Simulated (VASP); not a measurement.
# BaTe in VASP: notebook

The runs below take BaTe through single point, with HSE06.

Everything below comes from runs of VASP 6.6.1. Logs are shortened: lines on timing, memory, paths and dates and some standing lists are left out, and cuts for length are marked.

**1. The cell of the first run**

The structure is trigonal, space group R3m (No. 160). Conventional cell: a = 5.563 Å, b = 5.563 Å, c = 13.455 Å, α = 90.00°, β = 90.00°, γ = 120.00°. Ba (site symmetry 3m) has 4 Te at 3.39 Å within 4.5 Å. Within 4.5 Å of Te (site symmetry 3m) lie 4 Ba at 3.39 Å.

**2. Single point, HSE06 (epitaxial 111 strain +0.5%)**

File POSCAR:

```
BaTe
1.0
   -0.0330728676      3.9006565919      3.9006565919
    3.9006565919     -0.0330728676      3.9006565919
    3.9006565919      3.9006565919     -0.0330728676
Ba Te
1 1
Direct
   -0.0008916373     -0.0008916373     -0.0008916373
    0.2508916373      0.2508916373      0.2508916373
```

File INCAR.step1:

```
ALGO = Normal
EDIFF = 1E-5
ENCUT = 400
GGA = PE
GGA_COMPAT = F
ISIF = 2
ISMEAR = 0
LASPH = T
LCHARG = F
LREAL = F
LWAVE = T
NBANDS = 15
NELM = 120
PREC = Accurate
SIGMA = 0.01
```

File INCAR.step2:

```
ALGO = Normal
EDIFF = 1E-6
ENCUT = 400
GGA = PE
GGA_COMPAT = F
HFSCREEN = 0.2079
ISIF = 2
ISMEAR = 0
ISTART = 1
LASPH = T
LCHARG = F
LHFCALC = T
LREAL = F
LWAVE = F
NBANDS = 15
NELM = 120
PREC = Accurate
PRECFOCK = Normal
SIGMA = 0.01
```

File KPOINTS:

```
k-points
0
Gamma
  4 4 4
```

Potentials or basis: VASP PAW PBE potentials, release 64 (Ba_sv, Te).

Run with:

```console
cat potpaw_PBE.64/Ba_sv/POTCAR potpaw_PBE.64/Te/POTCAR > POTCAR
cp INCAR.step1 INCAR
mpirun -np 1 vasp_std > vasp.out
cp INCAR.step2 INCAR
mpirun -np 1 vasp_std > vasp.out
```

OUTCAR:

```text
EDIFF = 1E-6
   ENCUT = 400
   GGA = PE
   HFSCREEN = 0.2079
   ISIF = 2
   ISMEAR = 0
   ISTART = 1
   LASPH = T
   LHFCALC = T
   LREAL = F
   NELM = 120
   PREC = Accurate
   PRECFOCK = Normal

 ion  position               nearest neighbor table
   1  0.999  0.999  0.999-   2 3.39   2 3.39   2 3.39   2 3.39
   2  0.251  0.251  0.251-   1 3.39   1 3.39   1 3.39   1 3.39

  LATTYP: Found a trigonal (rhomboedric) cell.
 ALAT       =     5.5164605963
 COS(alpha) =     0.4915035379

  Lattice vectors:

 A1 = (  -0.0330728676,   3.9006565919,   3.9006565919)
 A2 = (   3.9006565919,  -0.0330728676,   3.9006565919)
 A3 = (   3.9006565919,   3.9006565919,  -0.0330728676)

Analysis of symmetry for initial positions (statically):
=====================================================================
 Subroutine PRICEL returns:
 Original cell was already a primitive cell.

 Routine SETGRP: Setting up the symmetry group for a
 trigonal (rhombohedral) supercell.

 Subroutine GETGRP returns: Found  6 space group operations
 (whereof  6 operations were pure point group operations)
 out of a pool of 12 trial point group operations.

The static configuration has the point symmetry C_3v.

Analysis of symmetry for dynamics (positions and initial velocities):
=====================================================================
 Subroutine PRICEL returns:
 Original cell was already a primitive cell.

 Routine SETGRP: Setting up the symmetry group for a
 trigonal (rhombohedral) supercell.

 Subroutine GETGRP returns: Found  6 space group operations
 (whereof  6 operations were pure point group operations)
 out of a pool of 12 trial point group operations.

The dynamic configuration has the point symmetry C_3v.

 Subroutine INISYM returns: Found  6 space group operations
 (whereof  6 operations are pure point group operations),
 and found     1 'primitive' translations

----------------------------------------------------------------------------------------

                                     Primitive cell

  volume of cell :     120.2075

  direct lattice vectors                    reciprocal lattice vectors
    -0.033072868  3.900656592  3.900656592    -0.126564697  0.127646990  0.127646990
     3.900656592 -0.033072868  3.900656592     0.127646990 -0.126564697  0.127646990
     3.900656592  3.900656592 -0.033072868     0.127646990  0.127646990 -0.126564697

  length of vectors
     5.516460596  5.516460596  5.516460596     0.220467980  0.220467980  0.220467980

  position of ions in fractional coordinates (direct lattice)
     0.999108363  0.999108363  0.999108363
     0.250891637  0.250891637  0.250891637

  ion indices of the primitive-cell ions
   primitive index   ion index
                 1           1
                 2           2

----------------------------------------------------------------------------------------

 KPOINTS: k-points

Automatic generation of k-mesh.
 Grid dimensions read from file:
 generate k-points for:    4    4    4

 Generating k-lattice:

  Cartesian coordinates                     Fractional coordinates (reciprocal lattice)
    -0.031641174  0.031911747  0.031911747     0.250000000  0.000000000 -0.000000000
     0.031911747 -0.031641174  0.031911747     0.000000000  0.250000000 -0.000000000
     0.031911747  0.031911747 -0.031641174     0.000000000  0.000000000  0.250000000

  Length of vectors
     0.055116995  0.055116995  0.055116995

  Shift w.r.t. Gamma in fractional coordinates (k-lattice)
     0.000000000  0.000000000  0.000000000

 Subroutine IBZKPT returns following result:
 ===========================================

 Found     13 irreducible k-points:

 Following reciprocal coordinates:
            Coordinates               Weight
  0.000000  0.000000  0.000000      1.000000
  0.250000  0.000000  0.000000      6.000000
  0.500000  0.000000  0.000000      3.000000
  0.250000  0.250000  0.000000      6.000000
  0.500000  0.250000 -0.000000     12.000000
 -0.250000  0.250000  0.000000      6.000000
  0.500000  0.500000  0.000000      3.000000
  0.250000  0.250000  0.250000      2.000000
  0.500000  0.250000  0.250000      6.000000
 -0.250000  0.250000  0.250000      6.000000
  0.500000  0.500000  0.250000      6.000000
 -0.250000  0.500000  0.250000      6.000000
  0.500000  0.500000  0.500000      1.000000
   k-points           NKPTS =     13   k-points in BZ     NKDIM =     64   number of bands    NBANDS=     15
   number of dos      NEDOS =    301   number of ions     NIONS =      2
   total plane-waves  NPLWV =  46656
   dimension x,y,z NGX =    36 NGY =   36 NGZ =   36
   dimension x,y,z NGXF=    72 NGYF=   72 NGZF=   72
   ions per type =               1   1
   NGX,Y,Z   is equivalent  to a cutoff of  10.85, 10.85, 10.85 a.u.
   NGXF,Y,Z  is equivalent  to a cutoff of  21.70, 21.70, 21.70 a.u.
 SYSTEM =  unknown system
   PREC   = accura    normal or accurate (medium, high low for compatibility)
   ISTART =      1    job   : 0-new  1-cont  2-samecut
   ICHARG =      0    charge: 1-file 2-atom 10-const
   ISPIN  =      1    spin polarized calculation?
   LNONCOLLINEAR =      F non collinear calculations
   LSORBIT =      F    spin-orbit coupling
   LASPH  =      T    aspherical Exc in radial PAW
   ENCUT  =  400.0 eV  29.40 Ry    5.42 a.u.   9.00  9.00  9.00*2*pi/ulx,y,z
   NELM   =    120;   NELMIN=  2; NELMDL=  0     # of ELM steps
   EDIFF  = 0.1E-05   stopping-criterion for ELM
   LREAL  =      F    real-space projection
   EDIFFG = 0.1E-04   stopping-criterion for IOM
   NSW    =      0    number of steps for IOM
   IBRION =     -1    ionic relax: 0-MD 1-quasi-New 2-CG
   NFREE  =      0    steps in history (QN), initial steepest desc. (CG)
   ISIF   =      2    stress and relaxation
   ISYM   =      3    0-nonsym 1-usesym 2-fastsym
   POTIM  = 0.5000    time-step for ionic-motion
   TEBEG  =    0.0;   TEEND  =   0.0 temperature during run
   PSTRESS=    0.0 pullay stress
   NELECT =      16.0000    total number of electrons
   NUPDOWN=      -1.0000    fix difference up-down
   EMIN   =  10.00;   EMAX   =-10.00  energy-range for DOS
   EFERMI =   0.00;   METHOD = LEGACY
   ISMEAR =     0;   SIGMA  =   0.01  broadening in eV -4-tet -1-fermi 0-gaus
   EFERMI_NEDOS =   21; number of points for ismear=-14 and -15
   IALGO  =     38    algorithm
   IMIX   =      1    mixing-type and parameters
     AMIX     =   0.40;   BMIX     =  1.00
     AMIX_MAG =   1.60;   BMIX_MAG =  1.00
  volume/ion in A,a.u.               =      60.10       405.60
  Fermi-wavevector in a.u.,A,eV,Ry     =   0.835868  1.579561  9.506051  0.698675
  Thomas-Fermi vector in A             =   1.949498
   LORBIT       =      0    0 simple, 1 ext, 2 COOP (PROOUT), +10 PAW based schemes
   GGA     = PE    functional components
   LHFCALC =     T    Hartree Fock is set to
   PRECFOCK=normal    Normal, Fast or Accurate (Low or Medium for compatibility)
   ENCUT4O =  -1.0   cutoff for four orbital integrals eV
   NKREDX  =     1    reduce k-point grid by
   NKREDY  =     1    reduce k-point grid by
   NKREDZ  =     1    reduce k-point grid by
   AEXX    =    0.2500 exact exchange contribution
   HFSCREEN=    0.2079 screening length (either q_TF or 0.3 A-1)
   HFSCREENC=   0.2079 screening length for correlation (either q_TF or 0.3 A-1)
   ENCUTFOCK=  -1.0 apply spherical cutoff to Coloumb kernel
   IVDW    =     0    specifies the selected vdW correction
   LEPSILON=     F    determine dielectric tensor
   LRPA    =     F    only Hartree local field effects (RPA)
 non-spin polarized calculation
 Gauss-broadening in eV      SIGMA  =   0.01
  energy-cutoff  :      400.00
  volume of cell :      120.21
 maximum number of plane-waves:      2190
  NGX = 28; NGY = 28; NGZ = 28

 number of electron      16.0000000 magnetization

 Free energy of the ion-electron system (eV)
  ---------------------------------------------------
  ext. energy  EPLUGINS =         0.00000000
  ---------------------------------------------------
  free energy    TOTEN  =        -9.22893332 eV

  energy without entropy =       -9.22893332  energy(sigma->0) =       -9.22893332

 E-fermi :  -0.4143     XC(G=0):  -5.6604

 val. band max:       -0.5313111207   @ k =   0.5000   0.5000   0.0000
 cond. band min:       2.7490582990   @ k =   0.0000   0.0000   0.0000
 fundamental gap:      3.2803694198
 Fermi energy:        -0.4142900981

 k-point     1 :       0.0000    0.0000    0.0000
  band No.  band energies     occupation
      1     -29.2971      2.00000
      2     -13.4287      2.00000
      3     -13.4273      2.00000
      4     -13.4273      2.00000
      5     -10.0231      2.00000
      6      -0.9820      2.00000
      7      -0.9820      2.00000
      8      -0.9484      2.00000
      9       2.7491      0.00000
     10       4.5591      0.00000
     11       4.5591      0.00000
     12       6.4748      0.00000
     13       6.5307      0.00000
     14       6.5307      0.00000
     15       8.2822      0.00000

 k-point     2 :       0.2500    0.0000    0.0000
  band No.  band energies     occupation
      1     -29.2951      2.00000
      2     -13.5341      2.00000
      3     -13.4375      2.00000
      4     -13.4360      2.00000
      5      -9.8596      2.00000
      6      -1.1973      2.00000
      7      -0.8767      2.00000
      8      -0.8574      2.00000
      9       3.7680      0.00000
     10       4.3687      0.00000
     11       4.4073      0.00000
     12       5.8659      0.00000
     13       6.5869      0.00000
     14       6.6611      0.00000
     15       6.7175      0.00000
[... 167 lines left out ...]
      3     -13.4850      2.00000
      4     -13.4716      2.00000
      5      -9.6044      2.00000
      6      -1.1292      2.00000
      7      -1.0278      2.00000
      8      -0.5374      2.00000
      9       3.1658      0.00000
     10       4.1043      0.00000
     11       5.2114      0.00000
     12       5.5520      0.00000
     13       6.4549      0.00000
     14       7.4625      0.00000
     15       7.6246      0.00000

 k-point    13 :       0.5000    0.5000    0.5000
  band No.  band energies     occupation
      1     -29.2929      2.00000
      2     -13.6331      2.00000
      3     -13.4462      2.00000
      4     -13.4462      2.00000
      5      -9.7134      2.00000
      6      -1.2449      2.00000
      7      -0.7960      2.00000
      8      -0.7960      2.00000
      9       4.3445      0.00000
     10       4.7487      0.00000
     11       4.7487      0.00000
     12       4.7639      0.00000
     13       5.6729      0.00000
     14       5.6729      0.00000
     15       7.8533      0.00000

------------------------ aborting loop because EDIFF is reached ----------------------------------------

  FORCE on cell =-STRESS in cart. coord.  units (eV):
  Direction    XX          YY          ZZ          XY          YZ          ZX
  --------------------------------------------------------------------------------------
  -------------------------------------------------------------------------------------
  Total       -0.0270880     -0.0270880     -0.0270880      0.0285363      0.0285363      0.0285363
  in kB       -0.3610402     -0.3610402     -0.3610402      0.3803447      0.3803447      0.3803447
  external PRESSURE =      -0.3610402 kB  Pullay stress =       0.0000000 kB

 VOLUME and BASIS-vectors are now :
 -----------------------------------------------------------------------------
  energy-cutoff  :      400.00
  volume of cell :      120.21
      direct lattice vectors                 reciprocal lattice vectors
    -0.033072868  3.900656592  3.900656592    -0.126564697  0.127646990  0.127646990
     3.900656592 -0.033072868  3.900656592     0.127646990 -0.126564697  0.127646990
     3.900656592  3.900656592 -0.033072868     0.127646990  0.127646990 -0.126564697

 POSITION                                       TOTAL-FORCE (eV/Angst)
 -----------------------------------------------------------------------------------
      7.76131      7.76131      7.76131        -0.001132     -0.001132     -0.001132
      1.94899      1.94899      1.94899         0.001132      0.001132      0.001132
 -----------------------------------------------------------------------------------
    total drift:                               -0.000000     -0.000001     -0.000007

  FREE ENERGIE OF THE ION-ELECTRON SYSTEM (eV)
  ---------------------------------------------------
  free  energy   TOTEN  =        -9.2289333224 eV

  energy  without entropy=       -9.2289333224  energy(sigma->0) =       -9.22893332
```

It took 16 min on 1 thread of Oxide Virtual Turin-like, shared host; peak memory 0.29 GiB.

Results:

| Property | Result |
| --- | --- |
| Free energy | -9.2289 eV |
| Pressure | 0.0 GPa |
| Band gap on the k mesh | 3.28 eV (least direct gap 3.69 eV) |

Caveat: the cell differs from its parent crystal (epitaxial 111 strain +0.5%); the structure was generated, so it needn't be the stable form of BaTe; the PAW data sets were made with another functional, which shifts forces and pressure a little; spin-orbit coupling is left out, which moves the levels of the heavy elements.

**3. Single point, HSE06 (uniaxial x strain +4.0%)**

File POSCAR:

```
BaTe
1.0
    0.0000000000      3.9141586662      3.9141586662
    4.0707250128      0.0000000000      3.9141586662
    4.0707250128      3.9141586662      0.0000000000
Ba Te
1 1
Direct
    0.0000000000      0.0000000000      0.0000000000
    0.2500000000      0.2500000000      0.2500000000
```

File INCAR.step1:

```
PREC = Accurate
ENCUT = 400
EDIFF = 1E-5
ISMEAR = 0
SIGMA = 0.01
LREAL = False
LASPH = True
NELM = 120
ALGO = Normal
ISIF = 2
LWAVE = True
LCHARG = False
NBANDS = 15
GGA = PE
GGA_COMPAT = False
```

File INCAR.step2:

```
PREC = Accurate
ENCUT = 400
EDIFF = 1E-6
ISMEAR = 0
SIGMA = 0.01
LREAL = False
LASPH = True
NELM = 120
ALGO = Normal
ISIF = 2
LWAVE = False
LCHARG = False
GGA = PE
LHFCALC = True
HFSCREEN = 0.2079
PRECFOCK = Normal
NBANDS = 15
ISTART = 1
GGA_COMPAT = False
```

File KPOINTS:

```
Automatic mesh
0
Gamma
  4 4 4
```

Potentials or basis: VASP PAW PBE potentials, release 64 (Ba_sv, Te).

Run with:

```console
cat potpaw_PBE.64/Ba_sv/POTCAR potpaw_PBE.64/Te/POTCAR > POTCAR
cp INCAR.step1 INCAR
mpirun -np 1 vasp_std > vasp.out
cp INCAR.step2 INCAR
mpirun -np 1 vasp_std > vasp.out
```

Wall time 15 min (1 thread of Oxide Virtual Turin-like, shared host); peak memory 0.31 GiB.

Results (log left out):

| Quantity | Value |
| --- | --- |
| Free energy | -9.2175 eV |
| Pressure | -0.7 GPa |
| Band gap on the k mesh | 3.19 eV (least direct gap 3.60 eV) |

Stress tensor (GPa, compression positive):
```
-0.82  0.00  0.00
 0.00 -0.66  0.00
 0.00  0.00 -0.66
```

Levels at points of the mesh, in eV from the valence-band top:
| k point | band 4 | band 5 | band 6 | band 7 | band 8 | band 9 | band 10 | band 11 | band 12 | band 13 |
| --- | --- | --- | --- | --- | --- | --- | --- | --- | --- | --- |
| (0.00, 0.00, 0.00) | -13.02 | -9.47 | -0.44 | -0.41 | -0.41 | 3.19 | 4.91 | 5.12 | 6.73 | 6.97 |
| (0.50, 0.00, 0.00) | -13.04 | -9.20 | -0.73 | -0.28 | -0.21 | 4.77 | 5.13 | 5.19 | 5.22 | 6.03 |
| (0.50, 0.50, 0.00) | -13.06 | -9.12 | -0.96 | -0.08 | -0.04 | 3.68 | 4.67 | 5.85 | 5.89 | 5.94 |
| (0.00, 0.50, 0.50) | -13.06 | -9.10 | -1.00 | 0.00 | 0.00 | 3.61 | 4.67 | 5.82 | 5.82 | 5.94 |

Caveat: the cell differs from its parent crystal (uniaxial x strain +4.0%); the structure was generated, so it needn't be the stable form of BaTe; the PAW data sets were made with another functional, which shifts forces and pressure a little; spin-orbit coupling is left out, which moves the levels of the heavy elements. A k mesh can miss the band edges.
